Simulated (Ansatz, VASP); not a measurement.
# One calculation of SiO2, two programs

```
CELL_PARAMETERS angstrom
5.13557 0.00000 0.00000
-2.56779 4.44754 0.00000
0.00000 0.00000 5.37485
ATOMIC_POSITIONS crystal
Si 0.00000 0.50000 0.33333
Si 0.50000 0.50000 0.66667
Si 0.50000 0.00000 0.00000
O 0.58350 0.79175 0.83333
O 0.79175 0.58350 0.50000
O 0.79175 0.20825 0.16667
O 0.41650 0.20825 0.83333
O 0.20825 0.41650 0.50000
O 0.20825 0.79175 0.16667
```

Change from the starting cell: strain +0.015 along x and y, -0.030 along z, atoms carried along.

Alike in both runs: task single point; functional r2SCAN; k mesh 6 × 6 × 4; occupations gaussian, width 0.05 eV; no spin polarisation.

```csv
,VASP,Ansatz
version,VASP 6.6.1,Ansatz 0.2.0
potentials or method,"VASP PAW PBE potentials, release 64 (Si, O), cutoff 520 eV","scalar-relativistic, plane waves, PAW"
valence electrons in the cell,48,48
```

```csv
,VASP,Ansatz,Ansatz less VASP
gap on the k mesh at the Fermi level (eV),6.28,6.29,+0.004
least direct gap on the mesh (eV),6.59,6.59,0.000
pressure (GPa),0.1,-0.1,-0.18
"traceless stress, the component that is largest in VASP (GPa)",2.15,2.13,-0.022
rms of the force components (eV/Å),0.030,0.024,-0.0057
```

VASP's potentials were made for PBE, not for r2SCAN. Atom by atom the forces differ by 0.006 eV/Å (rms over components).
